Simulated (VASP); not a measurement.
# Sc (Fm-3m) in VASP: relaxation of cell and atoms with PBEsol

Aim: the relaxation of cell and atoms of Sc with PBEsol.

Everything below comes from runs of VASP 6.6.1. Logs are shortened: lines on timing, memory, paths and dates and some standing lists are left out, and cuts for length are marked.

### 1 The cell of the first run

It takes space group Fm-3m (No. 225, cubic). The conventional cell has a = 4.546 Å, b = 4.546 Å, c = 4.546 Å, α = 90.00°, β = 90.00°, γ = 90.00°. Within 4.2 Å of Sc (site symmetry m-3m) lie 12 Sc at 3.21 Å.

This isn't the form of Sc at room conditions, which is hcp.

### 2 Relaxation of cell and atoms, PBEsol

File INCAR:

```
SYSTEM = Sc
PREC     = Accurate       ! precision mode
ENCUT    = 600            ! plane-wave cutoff, eV
EDIFF    = 1E-6           ! SCF threshold, eV
ISMEAR   = 0              ! smearing method
SIGMA    = 0.1            ! smearing width, eV
LREAL    = .False.        ! projectors in reciprocal space
LASPH    = .True.         ! aspherical terms in the spheres
NELM     = 100            ! most SCF steps
ALGO     = Fast           ! electronic algorithm
ISIF     = 3              ! what is computed and relaxed
LWAVE    = .False.        ! write WAVECAR
LCHARG   = .False.        ! write CHGCAR
GGA      = PS             ! functional
IBRION   = 2              ! ionic algorithm
NSW      = 80             ! ionic steps
EDIFFG   = -0.01          ! ionic threshold
```

File KPOINTS:

```
Automatic mesh
0
Gamma
  16 16 16
  0 0 0
```

File POSCAR:

```
Sc
1.0
    0.0000000000      2.2728439560      2.2728439560
    2.2728439560      0.0000000000      2.2728439560
    2.2728439560      2.2728439560      0.0000000000
Sc
1
Direct
    0.0000000000      0.0000000000      0.0000000000
```

Potentials or basis: VASP PAW PBE potentials, release 64 (Sc_sv).

On the command line:

```console
$ cat potpaw_PBE.64/Sc_sv/POTCAR > POTCAR
$ mpirun -np 1 vasp_std > vasp.out
```

OUTCAR:

```text
SYSTEM = Sc
   PREC = Accurate
   ENCUT = 600
   EDIFF = 1E-6
   ISMEAR = 0
   LREAL = .False.
   LASPH = .True.
   NELM = 100
   ISIF = 3
   GGA = PS
   IBRION = 2
   NSW = 80
   EDIFFG = -0.01

 ion  position               nearest neighbor table
   1  0.000  0.000  0.000-

  LATTYP: Found a face centered cubic cell.
 ALAT       =     4.5456879120

  Lattice vectors:

 A1 = (   0.0000000000,   2.2728439560,   2.2728439560)
 A2 = (   2.2728439560,   0.0000000000,   2.2728439560)
 A3 = (   2.2728439560,   2.2728439560,   0.0000000000)

Analysis of symmetry for initial positions (statically):
=====================================================================
 Subroutine PRICEL returns:
 Original cell was already a primitive cell.

 Routine SETGRP: Setting up the symmetry group for a
 face centered cubic supercell.

 Subroutine GETGRP returns: Found 48 space group operations
 (whereof 48 operations were pure point group operations)
 out of a pool of 48 trial point group operations.

The static configuration has the point symmetry O_h .

Analysis of symmetry for dynamics (positions and initial velocities):
=====================================================================
 Subroutine PRICEL returns:
 Original cell was already a primitive cell.

 Routine SETGRP: Setting up the symmetry group for a
 face centered cubic supercell.

 Subroutine GETGRP returns: Found 48 space group operations
 (whereof 48 operations were pure point group operations)
 out of a pool of 48 trial point group operations.

The dynamic configuration has the point symmetry O_h .

 Subroutine INISYM returns: Found 48 space group operations
 (whereof 48 operations are pure point group operations),
 and found     1 'primitive' translations

----------------------------------------------------------------------------------------

                                     Primitive cell

  volume of cell :      23.4822

  direct lattice vectors                    reciprocal lattice vectors
     0.000000000  2.272843956  2.272843956    -0.219988706  0.219988706  0.219988706
     2.272843956  0.000000000  2.272843956     0.219988706 -0.219988706  0.219988706
     2.272843956  2.272843956  0.000000000     0.219988706  0.219988706 -0.219988706

  length of vectors
[... 141 lines left out ...]
  external PRESSURE =       2.9918086 kB  Pullay stress =       0.0000000 kB

 VOLUME and BASIS-vectors are now :
 -----------------------------------------------------------------------------
  energy-cutoff  :      600.00
  volume of cell :       23.48
      direct lattice vectors                 reciprocal lattice vectors
     0.000000000  2.272843956  2.272843956    -0.219988706  0.219988706  0.219988706
     2.272843956  0.000000000  2.272843956     0.219988706 -0.219988706  0.219988706
     2.272843956  2.272843956  0.000000000     0.219988706  0.219988706 -0.219988706

 POSITION                                       TOTAL-FORCE (eV/Angst)
 -----------------------------------------------------------------------------------
      0.00000      0.00000      0.00000         0.000000     -0.000000     -0.000000
 -----------------------------------------------------------------------------------
    total drift:                               -0.000000     -0.000000     -0.000000

  FREE ENERGIE OF THE ION-ELECTRON SYSTEM (eV)
  ---------------------------------------------------
  free  energy   TOTEN  =        -6.5642499790 eV

  energy  without entropy=       -6.5549243546  energy(sigma->0) =       -6.55958717

--------------------------------------- Ionic step        2  -------------------------------------------

 number of electron      11.0000001 magnetization

 Free energy of the ion-electron system (eV)
  ---------------------------------------------------
  ext. energy  EPLUGINS =         0.00000000
  ---------------------------------------------------
  free energy    TOTEN  =        -6.56435047 eV

  energy without entropy =       -6.55492262  energy(sigma->0) =       -6.55963655

 E-fermi :   3.8847     XC(G=0): -10.1604

 val. band max:        3.8815192824   @ k =   0.4375   0.2500   0.0625
 cond. band min:       3.8989930025   @ k =  -0.3125   0.2500   0.0625
 fundamental gap:      0.0174737200
 Fermi energy:         3.8846566326

 k-point     1 :       0.0000    0.0000    0.0000
  band No.  band energies     occupation
      1     -45.2241      2.00000
      2     -23.7017      2.00000
      3     -23.7017      2.00000
      4     -23.7017      2.00000
      5      -1.3936      2.00000
      6       5.5192      0.00000
      7       5.5192      0.00000
      8       5.5192      0.00000
      9       6.9820      0.00000
[... 265 lines left out ...]
 k-point    24 :      -0.0625    0.0625    0.0000
  band No.  band energies     occupation
      1     -45.2169      2.00000
      2     -23.7456      2.00000
      3     -23.7144      2.00000
      4     -23.7048      2.00000
      5      -1.1204      2.00000
      6       5.3132      0.00000
      7       5.6205      0.00000
      8       5.6233      0.00000
      9       6.8378      0.00000

 [... further k-points ...]

------------------------ aborting loop because EDIFF is reached ----------------------------------------

  FORCE on cell =-STRESS in cart. coord.  units (eV):
  Direction    XX          YY          ZZ          XY          YZ          ZX
  --------------------------------------------------------------------------------------
  -------------------------------------------------------------------------------------
  Total       -0.0045024     -0.0045024     -0.0045024      0.0000000      0.0000000      0.0000000
  in kB       -0.3052557     -0.3052557     -0.3052557      0.0000000      0.0000000      0.0000000
  external PRESSURE =      -0.3052557 kB  Pullay stress =       0.0000000 kB

 VOLUME and BASIS-vectors are now :
 -----------------------------------------------------------------------------
  energy-cutoff  :      600.00
  volume of cell :       23.63
      direct lattice vectors                 reciprocal lattice vectors
    -0.000000000  2.277651939  2.277651939    -0.219524323  0.219524323  0.219524323
     2.277651939  0.000000000  2.277651939     0.219524323 -0.219524323  0.219524323
     2.277651939  2.277651939 -0.000000000     0.219524323  0.219524323 -0.219524323

 POSITION                                       TOTAL-FORCE (eV/Angst)
 -----------------------------------------------------------------------------------
     -0.00000      2.27765      2.27765         0.000000     -0.000000     -0.000000
 -----------------------------------------------------------------------------------
    total drift:                               -0.000000     -0.000000      0.000000

  FREE ENERGIE OF THE ION-ELECTRON SYSTEM (eV)
  ---------------------------------------------------
  free  energy   TOTEN  =        -6.5643504748 eV

  energy  without entropy=       -6.5549226238  energy(sigma->0) =       -6.55963655

 reached required accuracy - stopping structural energy minimisation
```

Wall time 34 s (1 thread of Intel Xeon 6975P-C (Granite Rapids), shared host); peak memory 0.19 GiB.

What came out:

```yaml
Free_energy: -6.5644 eV
Relaxed_volume: 23.63 Å³/atom
Relaxed_cell: a = 3.221 Å, b = 3.221 Å, c = 3.221 Å, α = 60.00°, β = 60.00°, γ = 60.00°
Space_group_after_relaxing_to_0.1_Å: Fm-3m (No. 225)
Energy_gained_by_relaxing: 0.1 meV/atom
Ionic_steps: 2
Pressure_after_relaxing: 0.0 GPa
Band_gap_on_the_k_mesh: zero (an odd number of electrons rules out a gap without spin polarisation)
```

Step by step:
```
step  energy change (eV)  largest force (eV/Å)  pressure (GPa)  volume (Å³)
   1              0.0000                0.0000            0.30        23.48
   2             -0.0001                0.0000           -0.03        23.63
```

Final structure:
```
Sc
1.0
     0.00000    2.27765    2.27765
     2.27765    0.00000    2.27765
     2.27765    2.27765    0.00000
Sc
1
Direct
  0.00000 0.00000 0.00000
```

Caveat: the PAW data sets were made with another functional, which shifts forces and pressure a little. Zero-point motion and thermal expansion aren't in these numbers.
